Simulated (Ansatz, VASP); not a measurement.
# One calculation of SnTe, two programs

The input INCAR:

```
PREC = Accurate ; ENCUT = 520
EDIFF = 1E-8 ; ISMEAR = -1
SIGMA = 0.08 ; LREAL = False
LASPH = True ; NELM = 100
ALGO = Normal ; ISIF = 2
LWAVE = False ; LCHARG = False
GGA = PS ; LEFG = True
NBANDS = 17
```

Contents of KPOINTS:

```
regular mesh
0
Gamma
  11 11 11
```

POSCAR

```
SnTe
1.0
    0.0000000000      3.1353147979      3.1353147979
    3.1353147979      0.0000000000      3.1353147979
    3.1353147979      3.1353147979      0.0000000000
Sn Te
1 1
Direct
    0.0000000000      0.0000000000      0.0000000000
    0.5000000000      0.5000000000      0.5000000000
```

Input for Ansatz:

```yaml
crystal:
  lattice:
    - [0.0, 3.1353147979, 3.1353147979]
    - [3.1353147979, 0.0, 3.1353147979]
    - [3.1353147979, 3.1353147979, 0.0]
  atoms:
    - { symbol: Sn, position: [0.0, 0.0, 0.0] }
    - { symbol: Te, position: [0.5, 0.5, 0.5] }
kpoints:
  mp_grid: { grid: [11, 11, 11] }
scf:
  occupations: { method: fermi_dirac, width: 0.08 }
hamiltonian:
  xc: pbesol
  pseudopotentials: { kind: all_electron, datasets: crystal }
output:
  forces: true
  stress: true
  eigenvalues: true
  efg: { contact_densities: true }
```

Change from the starting cell: volume scaled by 0.98, crystal datasets.

Alike in both runs: task electric field gradients; functional PBEsol; k mesh 11 × 11 × 11; occupations fermi-dirac, width 0.08 eV; no spin polarisation.

|  | VASP | Ansatz |
| --- | --- | --- |
| version | VASP 6.6.1 | Ansatz 0.2.0 |
| potentials or method | VASP PAW PBE potentials, release 64 (Sn_d, Te), cutoff 520 eV | all-electron PAW with datasets made for the crystal, scalar-relativistic |

```csv
,VASP,Ansatz,Ansatz less VASP
pressure (GPa),0.4,0.4,0.00
```

VASP's potentials were made for PBE, not for PBEsol. Ansatz ran all-electron here, and VASP with PAW potentials.

Spin-orbit coupling is off throughout.
